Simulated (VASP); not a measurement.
# GeSe (scanv) (Pnma) in VASP: single point with r2SCAN+rVV10

Aim: the single point of GeSe (scanv) with r2SCAN+rVV10.

Everything below comes from runs of VASP 6.6.1. Logs are shortened: lines on timing, memory, paths and dates and some standing lists are left out, and cuts for length are marked.

**1. The cell of the first run**

Symmetry: Pnma, No. 62, orthorhombic system. The conventional cell has a = 11.256 Å, b = 3.787 Å, c = 4.664 Å, α = 90.00°, β = 90.00°, γ = 90.00°. Within 3.4 Å of Ge (site symmetry m) lie 3 Se at 2.56 Å. Within 3.4 Å of Se (site symmetry m) lie 3 Ge at 2.56 Å.

**2. Single point, r2SCAN+rVV10**

The input, POSCAR:

```
GeSe
1.0
   11.2560349400      0.0000000000      0.0000000000
    0.0000000000      3.7871878600      0.0000000000
    0.0000000000      0.0000000000      4.6643635200
Ge Se
4 4
Direct
    0.1290986400      0.2500000000      0.1190017300
    0.8709013600      0.7500000000      0.8809982700
    0.3709013600      0.7500000000      0.6190017300
    0.6290986400      0.2500000000      0.3809982700
    0.8492791900      0.2500000000      0.5154685600
    0.1507208100      0.7500000000      0.4845314400
    0.6507208100      0.7500000000      0.0154685600
    0.3492791900      0.2500000000      0.9845314400
```

The input, INCAR.step1:

```
PREC = Accurate ; ENCUT = 550
ISMEAR = 0 ; SIGMA = 0.1
LREAL = F ; LASPH = T
NELM = 120 ; NBANDS = 50
GGA = PE ; ALGO = Normal
EDIFF = 1E-5 ; LWAVE = T
LCHARG = F ; GGA_COMPAT = F
```

The input, INCAR.step2:

```
PREC = Accurate ; ENCUT = 550
EDIFF = 1E-6 ; ISMEAR = 0
SIGMA = 0.1 ; LREAL = F
LASPH = T ; NELM = 120
ALGO = Normal ; ISIF = 2
LWAVE = F ; LCHARG = F
METAGGA = R2SCAN ; LMIXTAU = T
LUSE_VDW = T ; IVDW_NL = 2
BPARAM = 11.95 ; CPARAM = 0.0093
NBANDS = 50 ; ISTART = 1
GGA_COMPAT = F
```

The input, KPOINTS:

```
Automatic mesh
0
Gamma
  2 6 4
```

Potentials or basis: VASP PAW PBE potentials, release 64 (Ge_d, Se).

The run is started by

```bash
cat potpaw_PBE.64/Ge_d/POTCAR potpaw_PBE.64/Se/POTCAR > POTCAR
cp INCAR.step1 INCAR
mpirun -np 1 vasp_std > vasp.out
cp INCAR.step2 INCAR
mpirun -np 1 vasp_std > vasp.out
```

OUTCAR:

```text
PREC = Accurate
   ENCUT = 550
   EDIFF = 1E-6
   ISMEAR = 0
   LREAL = F
   LASPH = T
   NELM = 120
   ISIF = 2
   METAGGA = R2SCAN
   IVDW_NL = 2
   BPARAM = 11.95
   ISTART = 1

 ion  position               nearest neighbor table
   1  0.129  0.250  0.119-   8 2.56   6 2.56   6 2.56
   2  0.871  0.750  0.881-   7 2.56   5 2.56   5 2.56
   3  0.371  0.750  0.619-   6 2.56   8 2.56   8 2.56
   4  0.629  0.250  0.381-   5 2.56   7 2.56   7 2.56
   5  0.849  0.250  0.515-   4 2.56   2 2.56   2 2.56
   6  0.151  0.750  0.485-   3 2.56   1 2.56   1 2.56
   7  0.651  0.750  0.015-   2 2.56   4 2.56   4 2.56
   8  0.349  0.250  0.985-   1 2.56   3 2.56   3 2.56

  LATTYP: Found a simple orthorhombic cell.
 ALAT       =     3.7871878600
 B/A-ratio  =     1.2316166223
 C/A-ratio  =     2.9721353564

  Lattice vectors:

 A1 = (   0.0000000000,   3.7871878600,   0.0000000000)
 A2 = (   0.0000000000,   0.0000000000,   4.6643635200)
 A3 = (  11.2560349400,   0.0000000000,   0.0000000000)

Analysis of symmetry for initial positions (statically):
=====================================================================
 Subroutine PRICEL returns:
 Original cell was already a primitive cell.

 Routine SETGRP: Setting up the symmetry group for a
 simple orthorhombic supercell.

 Subroutine GETGRP returns: Found  8 space group operations
 (whereof  2 operations were pure point group operations)
 out of a pool of  8 trial point group operations.

The static configuration has the point symmetry S_2 .
 The point group associated with its full space group is D_2h.

Analysis of symmetry for dynamics (positions and initial velocities):
=====================================================================
 Subroutine PRICEL returns:
 Original cell was already a primitive cell.

 Routine SETGRP: Setting up the symmetry group for a
 simple orthorhombic supercell.

 Subroutine GETGRP returns: Found  8 space group operations
 (whereof  2 operations were pure point group operations)
 out of a pool of  8 trial point group operations.

The dynamic configuration has the point symmetry S_2 .
 The point group associated with its full space group is D_2h.

 Subroutine INISYM returns: Found  8 space group operations
 (whereof  2 operations are pure point group operations),
 and found     1 'primitive' translations

----------------------------------------------------------------------------------------

                                     Primitive cell

  volume of cell :     198.8358

  direct lattice vectors                    reciprocal lattice vectors
    11.256034940  0.000000000  0.000000000     0.088841231  0.000000000  0.000000000
     0.000000000  3.787187860  0.000000000     0.000000000  0.264048164  0.000000000
     0.000000000  0.000000000  4.664363520     0.000000000  0.000000000  0.214391523

  length of vectors
    11.256034940  3.787187860  4.664363520     0.088841231  0.264048164  0.214391523

  position of ions in fractional coordinates (direct lattice)
     0.129098640  0.250000000  0.119001730
     0.870901360  0.750000000  0.880998270
     0.370901360  0.750000000  0.619001730
     0.629098640  0.250000000  0.380998270
     0.849279190  0.250000000  0.515468560
     0.150720810  0.750000000  0.484531440
     0.650720810  0.750000000  0.015468560
     0.349279190  0.250000000  0.984531440

  ion indices of the primitive-cell ions
   primitive index   ion index
                 1           1
                 2           2
                 3           3
                 4           4
                 5           5
                 6           6
                 7           7
                 8           8

----------------------------------------------------------------------------------------

 KPOINTS: Automatic mesh

Automatic generation of k-mesh.
 Grid dimensions read from file:
 generate k-points for:    2    6    4

 Generating k-lattice:

  Cartesian coordinates                     Fractional coordinates (reciprocal lattice)
     0.044420615  0.000000000  0.000000000     0.500000000  0.000000000  0.000000000
     0.000000000  0.044008027  0.000000000     0.000000000  0.166666667  0.000000000
     0.000000000  0.000000000  0.053597881     0.000000000  0.000000000  0.250000000

  Length of vectors
     0.044420615  0.044008027  0.053597881

  Shift w.r.t. Gamma in fractional coordinates (k-lattice)
     0.000000000  0.000000000  0.000000000

 Subroutine IBZKPT returns following result:
 ===========================================

 Found     24 irreducible k-points:

 Following reciprocal coordinates:
            Coordinates               Weight
  0.000000  0.000000  0.000000      1.000000
  0.500000  0.000000  0.000000      1.000000
  0.000000  0.166667  0.000000      2.000000
  0.500000  0.166667  0.000000      2.000000
  0.000000  0.333333  0.000000      2.000000
  0.500000  0.333333  0.000000      2.000000
[... 16 lines left out ...]
  0.000000  0.500000  0.500000      1.000000
  0.500000  0.500000  0.500000      1.000000
   k-points           NKPTS =     24   k-points in BZ     NKDIM =     24   number of bands    NBANDS=     50
   number of dos      NEDOS =    301   number of ions     NIONS =      8
   total plane-waves  NPLWV =  97200
   dimension x,y,z NGX =    90 NGY =   30 NGZ =   36
   dimension x,y,z NGXF=   180 NGYF=   60 NGZF=   72
   ions per type =               4   4
   NGX,Y,Z   is equivalent  to a cutoff of  13.29, 13.17, 12.83 a.u.
   NGXF,Y,Z  is equivalent  to a cutoff of  26.59, 26.34, 25.66 a.u.
 SYSTEM =  unknown system
   PREC   = accura    normal or accurate (medium, high low for compatibility)
   ISTART =      1    job   : 0-new  1-cont  2-samecut
   ICHARG =      0    charge: 1-file 2-atom 10-const
   ISPIN  =      1    spin polarized calculation?
   LNONCOLLINEAR =      F non collinear calculations
   LSORBIT =      F    spin-orbit coupling
   LASPH  =      T    aspherical Exc in radial PAW
   ENCUT  =  550.0 eV  40.42 Ry    6.36 a.u.  21.52  7.24  8.92*2*pi/ulx,y,z
   NELM   =    120;   NELMIN=  2; NELMDL=  0     # of ELM steps
   EDIFF  = 0.1E-05   stopping-criterion for ELM
   LREAL  =      F    real-space projection
   EDIFFG = 0.1E-04   stopping-criterion for IOM
   NSW    =      0    number of steps for IOM
   IBRION =     -1    ionic relax: 0-MD 1-quasi-New 2-CG
   NFREE  =      0    steps in history (QN), initial steepest desc. (CG)
   ISIF   =      2    stress and relaxation
   ISYM   =      2    0-nonsym 1-usesym 2-fastsym
   POTIM  = 0.5000    time-step for ionic-motion
   TEBEG  =    0.0;   TEEND  =   0.0 temperature during run
   PSTRESS=    0.0 pullay stress
   NELECT =      80.0000    total number of electrons
   NUPDOWN=      -1.0000    fix difference up-down
   EMIN   =  10.00;   EMAX   =-10.00  energy-range for DOS
   EFERMI =   0.00;   METHOD = LEGACY
   ISMEAR =     0;   SIGMA  =   0.10  broadening in eV -4-tet -1-fermi 0-gaus
   EFERMI_NEDOS =   21; number of points for ismear=-14 and -15
   IALGO  =     38    algorithm
   IMIX   =      4    mixing-type and parameters
     AMIX     =   0.40;   BMIX     =  1.00
     AMIX_MAG =   1.60;   BMIX_MAG =  1.00
  volume/ion in A,a.u.               =      24.85       167.73
  Fermi-wavevector in a.u.,A,eV,Ry     =   1.208574  2.283874 19.873367  1.460651
  Thomas-Fermi vector in A             =   2.344178
   LORBIT       =      0    0 simple, 1 ext, 2 COOP (PROOUT), +10 PAW based schemes
   METAGGA = R2SCAN    functional components
   LHFCALC =     F    Hartree Fock is set to
   AEXX    =    0.0000 exact exchange contribution
   IVDW_NL    =     2    kernel type
   BPARAM     =11.9500
   IVDW    =     0    specifies the selected vdW correction
   LEPSILON=     F    determine dielectric tensor
   LRPA    =     F    only Hartree local field effects (RPA)
 non-spin polarized calculation
 Gauss-broadening in eV      SIGMA  =   0.10
  energy-cutoff  :      550.00
  volume of cell :      198.84
 maximum number of plane-waves:      5852
 NGX is ok and might be reduce to    90
   NGX = 43   NGY = 15   NGZ = 17

 number of electron      79.9999950 magnetization

 Free energy of the ion-electron system (eV)
  ---------------------------------------------------
  ext. energy  EPLUGINS =         0.00000000
  ---------------------------------------------------
  free energy    TOTEN  =      -112.13039639 eV

  energy without entropy =     -112.13039639  energy(sigma->0) =     -112.13039639

 E-fermi :   3.9882     XC(G=0): -10.1379

 val. band max:        3.4596121997   @ k =   0.0000   0.0000   0.0000
 cond. band min:       4.5203169069   @ k =   0.0000   0.0000   0.0000
 fundamental gap:      1.0607047072
 Fermi energy:         3.9881995230

 k-point     1 :       0.0000    0.0000    0.0000
  band No.  band energies     occupation
      1     -21.7602      2.00000
      2     -21.7586      2.00000
      3     -21.7547      2.00000
      4     -21.7542      2.00000
      5     -21.7539      2.00000
      6     -21.7528      2.00000
[... 42 lines left out ...]
     49       8.8132      0.00000
     50       9.2341      0.00000

 k-point     2 :       0.5000    0.0000    0.0000
  band No.  band energies     occupation
      1     -21.7595      2.00000
      2     -21.7595      2.00000
      3     -21.7545      2.00000
      4     -21.7545      2.00000
      5     -21.7532      2.00000
      6     -21.7532      2.00000
[... 42 lines left out ...]
     49       8.8965      0.00000
     50       8.8965      0.00000

 k-point     3 :       0.0000    0.1667    0.0000
  band No.  band energies     occupation
      1     -21.7588      2.00000
      2     -21.7581      2.00000
      3     -21.7563      2.00000
      4     -21.7558      2.00000
      5     -21.7527      2.00000
      6     -21.7524      2.00000
[... 42 lines left out ...]
     49       7.8150      0.00000
     50       8.7548      0.00000

 k-point     4 :       0.5000    0.1667    0.0000
  band No.  band energies     occupation
      1     -21.7585      2.00000
      2     -21.7585      2.00000
      3     -21.7560      2.00000
      4     -21.7560      2.00000
      5     -21.7527      2.00000
      6     -21.7527      2.00000
[... 999 lines left out ...]
 k-point    23 :       0.0000    0.5000    0.5000
  band No.  band energies     occupation
      1     -21.7619      2.00000
      2     -21.7619      2.00000
      3     -21.7614      2.00000
      4     -21.7614      2.00000
      5     -21.7469      2.00000
      6     -21.7469      2.00000
[... 42 lines left out ...]
     49       8.9919      0.00000
     50       8.9919      0.00000

 k-point    24 :       0.5000    0.5000    0.5000
  band No.  band energies     occupation
      1     -21.7617      2.00000
      2     -21.7617      2.00000
      3     -21.7617      2.00000
      4     -21.7617      2.00000
      5     -21.7468      2.00000
      6     -21.7468      2.00000
[... 42 lines left out ...]
     49      10.1048      0.00000
     50      10.1048      0.00000

------------------------ aborting loop because EDIFF is reached ----------------------------------------

  FORCE on cell =-STRESS in cart. coord.  units (eV):
  Direction    XX          YY          ZZ          XY          YZ          ZX
  --------------------------------------------------------------------------------------
  -------------------------------------------------------------------------------------
  Total       -0.9242591     -0.7329937     -0.9909973      0.0000000     -0.0000000      0.0000000
  in kB       -7.4474854     -5.9063085     -7.9852476      0.0000000     -0.0000000      0.0000000
  external PRESSURE =      -7.1130138 kB  Pullay stress =       0.0000000 kB

 VOLUME and BASIS-vectors are now :
 -----------------------------------------------------------------------------
  energy-cutoff  :      550.00
  volume of cell :      198.84
      direct lattice vectors                 reciprocal lattice vectors
    11.256034940  0.000000000  0.000000000     0.088841231  0.000000000  0.000000000
     0.000000000  3.787187860  0.000000000     0.000000000  0.264048164  0.000000000
     0.000000000  0.000000000  4.664363520     0.000000000  0.000000000  0.214391523

 POSITION                                       TOTAL-FORCE (eV/Angst)
 -----------------------------------------------------------------------------------
      1.45314      0.94680      0.55507        -0.039924     -0.000000     -0.026634
      9.80290      2.84039      4.10930         0.039924      0.000000      0.026634
      4.17488      2.84039      2.88725         0.039924      0.000000     -0.026634
      7.08116      0.94680      1.77711        -0.039924     -0.000000      0.026634
      9.55952      0.94680      2.40433         0.036793     -0.000000     -0.024320
      1.69652      2.84039      2.26003        -0.036793     -0.000000      0.024320
      7.32454      2.84039      0.07215        -0.036793      0.000000     -0.024320
      3.93150      0.94680      4.59221         0.036793      0.000000      0.024320
 -----------------------------------------------------------------------------------
    total drift:                                0.000000      0.000000      0.000000

  FREE ENERGIE OF THE ION-ELECTRON SYSTEM (eV)
  ---------------------------------------------------
  free  energy   TOTEN  =      -112.1303963904 eV

  energy  without entropy=     -112.1303963904  energy(sigma->0) =     -112.13039639
```

Wall time 11 min (1 thread of AMD EPYC 9R14 (Zen 4), shared host); peak memory 0.77 GiB.

What came out:

```yaml
Free_energy: -112.1304 eV
Pressure: -0.7 GPa
Largest_force: 0.048 eV/Å
Band_gap_on_the_k_mesh: 1.06 eV, direct
```

Forces in eV/Å, atoms in the order of the input:
```
Ge  -0.040  0.000 -0.027
Ge   0.040  0.000  0.027
Ge   0.040  0.000 -0.027
Ge  -0.040  0.000  0.027
Se   0.037  0.000 -0.024
Se  -0.037  0.000  0.024
Se  -0.037  0.000 -0.024
Se   0.037  0.000  0.024
```

Caveat: the PAW data sets were made with another functional, which shifts forces and pressure a little. A k mesh can miss the band edges.
